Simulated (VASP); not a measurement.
# CuO2 (Fm-3m) in VASP: notebook, part 2 of 2

VASP 6.6.1. The steps go on from the part before.

### Step 3. Single point, PBE+U, collinear spin

INCAR

```
ALGO = Normal ; EDIFF = 1E-6
ENCUT = 520 ; GGA = PE
ISIF = 2 ; ISMEAR = 0
ISPIN = 2 ; LASPH = True
LCHARG = False ; LDAU = True
LDAUJ = 0 0 ; LDAUL = 2 -1
LDAUPRINT = 1 ; LDAUTYPE = 2
LDAUU = 4 0 ; LMAXMIX = 4
LORBIT = 11 ; LREAL = False
LWAVE = False ; MAGMOM = 0.5 0 0
NBANDS = 22 ; NELM = 150
PREC = Accurate ; SIGMA = 0.1
```

KPOINTS

```
k-points
0
Gamma
  14 14 14
```

POSCAR

```
CuO2
1.0
    0.0000000000      2.4441472340      2.4441472340
    2.4441472340      0.0000000000      2.4441472340
    2.4441472340      2.4441472340      0.0000000000
Cu O
1 2
Direct
    0.0000000000      0.0000000000      0.0000000000
    0.2500000000      0.2500000000      0.2500000000
    0.7500000000      0.7500000000      0.7500000000
```

Potentials or basis: VASP PAW PBE potentials, release 64 (Cu, O).

Command:

```sh
> cat potpaw_PBE.64/Cu/POTCAR potpaw_PBE.64/O/POTCAR > POTCAR
> mpirun -np 1 vasp_std > vasp.out
```

It took 4.5 min on 1 thread of AMD EPYC 7R43 (Zen 3), shared host; peak memory 0.2 GiB.

The run converged. Its results:

```
Free energy                                           : -11.6433 eV
Pressure                                              : -3.5 GPa
Net moment                                            : 2.44 μB per cell
Site moments                                          : Cu +0.67; O +0.78 μB
Valence electrons inside the program's atomic spheres : Cu 9.76; O 4.81
```

Levels at points of the mesh, in eV from the Fermi level:
Spin up:
```csv
k point,band 9,band 10,band 11,band 12,band 13,band 14,band 15,band 16,band 17,band 18
"(0.00, 0.00, 0.00)",-1.17,-1.17,-0.79,-0.79,-0.79,5.94,12.49,12.49,12.49,18.83
"(0.50, 0.00, 0.00)",-2.99,-2.80,-2.80,-0.56,-0.56,9.74,11.03,15.86,15.86,18.93
"(0.50, 0.50, 0.00)",-3.28,-2.97,-0.23,0.16,0.16,9.01,12.24,12.72,17.06,17.06
```
Spin down:
```
           k point  band 8  band 9  band 10  band 11  band 12  band 13
(0.00, 0.00, 0.00)    0.34    0.34     0.34     1.05     1.05     1.05
(0.50, 0.00, 0.00)   -2.00   -1.50    -1.50    -1.20     1.13     1.13
(0.50, 0.50, 0.00)   -2.53   -2.39    -1.34     1.40     1.90     1.90
```

Eigenvalues of the final occupation matrices:
```
    site  spin  trace               eigenvalues
site 1 d     1   4.91  0.97 0.97 0.99 0.99 0.99
site 1 d     2   4.20  0.76 0.76 0.76 0.96 0.96
```

Caveat: the cell stands under tension; a cell with one magnetic atom can't hold antiferromagnetic order, which such compounds often take.

### Step 4. Relaxation of cell and atoms, PBE+U, collinear spin

INCAR

```
  ALGO = Normal
  EDIFF = 1E-7
  EDIFFG = -0.01
  ENCUT = 700
  GGA = PE
  GGA_COMPAT = False
  IBRION = 2
  ISIF = 3
  ISMEAR = 0
  ISPIN = 2
  LASPH = True
  LCHARG = False
  LDAU = True
  LDAUJ = 0 0
  LDAUL = 2 -1
  LDAUPRINT = 1
  LDAUTYPE = 2
  LDAUU = 4 0
  LMAXMIX = 4
  LORBIT = 11
  LREAL = False
  LWAVE = False
  MAGMOM = 1 0 0
  NELM = 200
  NELMIN = 4
  NSW = 80
  PREC = Accurate
  SIGMA = 0.1
```

KPOINTS is that of step 3.

POSCAR is that of step 3.

Potentials or basis: VASP PAW PBE potentials, release 64 (Cu_sv_GW, O).

Command:

```sh
> cat potpaw_PBE.64/Cu_sv_GW/POTCAR potpaw_PBE.64/O/POTCAR > POTCAR
> mpirun -np 1 vasp_std > vasp.out
```

OUTCAR:

```text
EDIFF = 1E-7
   EDIFFG = -0.01
   ENCUT = 700
   GGA = PE
   IBRION = 2
   ISIF = 3
   ISMEAR = 0
   ISPIN = 2
   LASPH = True
   LORBIT = 11
   LREAL = False
   NELM = 200
   NELMIN = 4
   NSW = 80
   PREC = Accurate

 ion  position               nearest neighbor table
   1  0.000  0.000  0.000-   3 2.12   3 2.12   3 2.12   2 2.12   3 2.12   2 2.12   2 2.12   2 2.12

   2  0.250  0.250  0.250-   1 2.12   1 2.12   1 2.12   1 2.12
   3  0.750  0.750  0.750-   1 2.12   1 2.12   1 2.12   1 2.12

  LATTYP: Found a face centered cubic cell.
 ALAT       =     4.8882944680

  Lattice vectors:

[... 308 lines left out ...]

 Free energy of the ion-electron system (eV)
  ---------------------------------------------------
  ext. energy  EPLUGINS =         0.00000000
  ---------------------------------------------------
  free energy    TOTEN  =       -11.38337027 eV

  energy without entropy =      -11.37263783  energy(sigma->0) =      -11.37800405

 E-fermi :   3.6753     XC(G=0): -12.0513

 val. band max:        3.6697637606   @ k =  -0.2857   0.0714   0.0000
 cond. band min:       3.6908087420   @ k =  -0.0714   0.0714   0.0000
 fundamental gap:      0.0210449814
 Fermi energy:         3.6753497844

 spin component 1

 k-point     1 :       0.0000    0.0000    0.0000
  band No.  band energies     occupation
      1    -108.6026      1.00000
      2     -65.9616      1.00000
      3     -65.9616      1.00000
      4     -65.9616      1.00000
      5     -16.1073      1.00000
      6     -12.3700      1.00000
[... 1129 lines left out ...]
  FREE ENERGIE OF THE ION-ELECTRON SYSTEM (eV)
  ---------------------------------------------------
  free  energy   TOTEN  =       -11.3833702744 eV

  energy  without entropy=      -11.3726378325  energy(sigma->0) =      -11.37800405

 reached required accuracy - stopping structural energy minimisation

 total charge

# of ion       s       p       d       f       tot
--------------------------------------------------
    1        2.204   6.384   8.793   0.012  17.394
    2        1.605   3.222   0.000   0.000   4.827
    3        1.605   3.222   0.000   0.000   4.827
--------------------------------------------------
tot          5.415  12.828   8.793   0.012  27.049

 magnetization (x)

# of ion       s       p       d       f       tot
--------------------------------------------------
    1       -0.015  -0.020   0.771   0.002   0.738
    2        0.012   0.707   0.000   0.000   0.719
    3        0.012   0.707   0.000   0.000   0.719
--------------------------------------------------
tot          0.010   1.393   0.771   0.002   2.176
```

CONTCAR:

```text
CuO2
   1.00000000000000
    -0.0000000000000000    2.4184800473294219    2.4184800473294219
     2.4184800473294219   -0.0000000000000000    2.4184800473294219
     2.4184800473294219    2.4184800473294219    0.0000000000000000
  Cu              O
     1     2
Direct
     0.0000000000000000    0.0000000000000000    0.0000000000000000
     0.2500000000000000    0.2500000000000000    0.2500000000000000
     0.7500000000000000    0.7500000000000000    0.7500000000000000

  0.00000000E+00  0.00000000E+00  0.00000000E+00
  0.00000000E+00  0.00000000E+00  0.00000000E+00
  0.00000000E+00  0.00000000E+00  0.00000000E+00
```

It took 7.1 min on 1 thread of AMD EPYC 9R45 (Zen 5), shared host; peak memory 0.3 GiB.

What came out:

- Free energy: -11.3834 eV
- Relaxed volume: 9.43 Å³/atom
- Relaxed cell: a = 3.420 Å, b = 3.420 Å, c = 3.420 Å, α = 60.00°, β = 60.00°, γ = 60.00°
- Space group after relaxing (to 0.1 Å): Fm-3m (No. 225)
- Energy gained by relaxing: 4.3 meV/atom
- Ionic steps: 3
- Pressure after relaxing: 0.1 GPa
- Net moment: 2.34 μB per cell
- Site moments: Cu +0.74; O +0.72 μB
- Valence electrons inside the program's atomic spheres: Cu 17.39; O 4.83

Step by step:
```
step  energy change (eV)  largest force (eV/Å)  pressure (GPa)  volume (Å³)
   1              0.0000                0.0000           -4.43        29.20
   2             -0.0122                0.0000            1.17        28.08
   3             -0.0130                0.0000            0.07        28.29
```

Final structure:
```
CELL_PARAMETERS angstrom
0.00000 2.41848 2.41848
2.41848 0.00000 2.41848
2.41848 2.41848 0.00000
ATOMIC_POSITIONS crystal
Cu 0.00000 0.00000 0.00000
O 0.25000 0.25000 0.25000
O 0.75000 0.75000 0.75000
```

Levels at points of the mesh, in eV from the Fermi level:
Spin up:
```tsv
k point	band 13	band 14	band 15	band 16	band 17	band 18	band 19	band 20
(0.00, 0.00, 0.00)	-1.20	-1.20	-0.79	-0.79	-0.79	6.07	12.43	12.43
(0.50, 0.00, 0.00)	-3.06	-2.92	-2.92	-0.55	-0.55	9.94	11.11	16.00
(0.50, 0.50, 0.00)	-3.37	-3.10	-0.21	0.21	0.21	9.02	12.41	12.88
```
Spin down:
| k point | band 10 | band 11 | band 12 | band 13 | band 14 | band 15 | band 16 | band 17 | band 18 | band 19 |
| --- | --- | --- | --- | --- | --- | --- | --- | --- | --- | --- |
| (0.00, 0.00, 0.00) | -3.09 | -3.09 | 0.18 | 0.18 | 0.18 | 1.09 | 1.09 | 1.09 | 6.53 | 12.50 |
| (0.50, 0.00, 0.00) | -2.74 | -2.74 | -2.24 | -1.73 | -1.73 | -1.16 | 1.14 | 1.14 | 10.62 | 11.69 |
| (0.50, 0.50, 0.00) | -2.93 | -2.59 | -2.59 | -2.50 | -1.29 | 1.30 | 1.88 | 1.88 | 9.25 | 12.74 |

Eigenvalues of the final occupation matrices:
```csv
site,spin,trace,eigenvalues
site 1 d,1,4.79,0.96 0.96 0.96 0.96 0.96
site 1 d,2,4.02,0.71 0.71 0.71 0.94 0.94
```

Caveat: a cell with one magnetic atom can't hold antiferromagnetic order, which such compounds often take.
